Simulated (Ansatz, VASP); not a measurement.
## One calculation of Al3B2W, two programs

```
CELL_PARAMETERS angstrom
3.14018 0.00000 0.00000
0.00000 1.61693 6.95467
0.00000 -1.61693 6.95467
ATOMIC_POSITIONS crystal
Al 0.00000 0.19834 0.19834
Al 0.50000 0.79973 0.79973
Al 0.50000 0.58697 0.58697
B 0.00000 0.03489 0.03489
B 0.50000 0.96828 0.96828
W 0.00000 0.41178 0.41178
```

Alike in both runs: functional PBE; k mesh 5 × 5 × 5; occupations gaussian, width 0.2 eV; no spin polarisation.

Ansatz relaxed the structure, and its values are those at the end. VASP's run is a single point on that final structure, the one shown.

|  | VASP | Ansatz |
| --- | --- | --- |
| version | VASP 6.6.1 | Ansatz 0.2.0 |
| potentials or method | VASP PAW PBE potentials, release 64 (Al, B, W_sv), cutoff 520 eV | scalar-relativistic, plane waves, PAW |
| valence electrons in the cell | 29 | 29 |

|  | VASP | Ansatz | Ansatz less VASP |
| --- | --- | --- | --- |
| gap on the k mesh at the Fermi level (eV) | none | none | - |
| pressure (GPa) | 0.2 | 0.2 | -0.07 |
| rms of the force components (eV/Å) | 0.023 | 0.023 | -0.0003 |

A gap of «none» marks a metal or a gap that the smearing closes.

The k mesh is coarse, so the values compare programs but aren't converged. Spin-orbit coupling is off throughout.
